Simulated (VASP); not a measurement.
# KZnF3: single point with PBEsol

Crystal: KZnF3.

```xyz
5
Lattice="3.8696 0.0000 0.0000 0.0000 3.8696 0.0000 0.0000 0.0000 4.1613" Properties=species:S:1:pos:R:3 pbc="T T T"
K     0.0000    0.0000    0.0000
Zn    1.9348    1.9348    2.0807
F     0.0000    1.9348    2.0807
F     1.9348    0.0000    2.0807
F     1.9348    1.9348    0.0000
```

This cell differs from its parent crystal: biaxial strain in the a-b plane: -4.5 %.

```json
{"Program": "VASP 6.6.1", "Task": "single point", "Functional": "PBEsol", "Potentials or basis": "VASP PAW PBE potentials, release 64 (K_sv, Zn, F)", "Cutoff": "520 eV", "k mesh": "6 × 6 × 6", "Occupations": "gaussian, width 0.02 eV", "Spin": "no spin polarisation"}
```

```
Pressure               : 7.4 GPa
Band gap on the k mesh : 3.56 eV (least direct gap 5.98 eV)
```

Stress tensor (GPa, compression positive):
```
10.20  0.00  0.00
 0.00 10.20  0.00
 0.00  0.00  1.90
```

Levels at points of the mesh, in eV from the valence-band top:
```
           k point  band 17  band 18  band 19  band 20  band 21  band 22  band 23  band 24  band 25  band 26
(0.00, 0.00, 0.00)    -2.76    -2.76    -2.48    -2.42    -2.42     3.56     7.87     8.19     9.16    10.39
(0.50, 0.00, 0.00)    -2.70    -2.62    -2.24    -2.20    -1.86     6.69     8.02     9.26    10.27    10.81
(0.50, 0.50, 0.00)    -2.43    -2.32    -2.32    -2.16     0.00     8.12     9.91    10.13    10.13    10.66
(0.00, 0.00, 0.50)    -2.79    -2.79    -2.20    -2.20    -1.97     6.21     7.73     8.74    10.72    10.72
(0.50, 0.00, 0.50)    -2.55    -2.35    -2.26    -2.13    -0.40     7.83     9.57     9.60    10.00    11.10
(0.50, 0.50, 0.50)    -2.15    -2.10    -2.10    -0.52     0.00     7.77     7.94     7.94    10.41    11.41
```

Wall time 76 s on 1 thread of Intel Xeon 8259CL, with other jobs on the host, peak memory 0.22 GiB.

Caveat: the cell differs from its parent crystal (biaxial strain in the a-b plane: -4.5 %); the stress differs along the axes, from 2 to 10 GPa; the PAW data sets were made with another functional, which shifts forces and pressure a little. A k mesh can miss the band edges.
